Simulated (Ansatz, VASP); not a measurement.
# LiLaCdAs2: VASP beside Ansatz

```
CELL_PARAMETERS angstrom
4.43117 0.00000 0.00000
-2.21558 3.83750 0.00000
0.00000 0.00000 7.14768
ATOMIC_POSITIONS crystal
Li 0.66667 0.33333 0.36772
La 0.00000 0.00000 0.01005
Cd 0.33333 0.66667 0.61828
As 0.33333 0.66667 0.24243
As 0.66667 0.33333 0.76152
```

Alike in both runs: task relaxation of cell and atoms; functional PBE; k mesh 6 × 6 × 4; no spin polarisation.

|  | VASP | Ansatz |
| --- | --- | --- |
| version | VASP 6.6.1 | Ansatz 0.2.0 |
| potentials or method | VASP PAW PBE potentials, release 64 (Li_sv, La, Cd, As), cutoff 600 eV | scalar-relativistic, plane waves, PAW |
| occupations | gaussian, width 0.01 eV | fixed |
| valence electrons in the cell | 36 | 64 |

Ansatz gave:

* gap on the k mesh at the Fermi level, each at its own relaxed structure (eV): 0.92
* relaxed volume (Å³/atom): 24.31
* relaxed cell length with the largest relative difference (Å): 7.147

Problem. Estimate VASP's values.

Solution. gap on the k mesh at the Fermi level, each at its own relaxed structure (eV): 0.91; relaxed volume (Å³/atom): 24.33; relaxed cell length with the largest relative difference (Å): 7.150.

VASP's potentials hold 36 valence electrons a cell and Ansatz's 64, so a difference there can come from the potentials and not from the codes.

Neither program's run includes spin-orbit coupling. Noted on VASP's run: the cutoff is short for stress, so the pressure is rough.
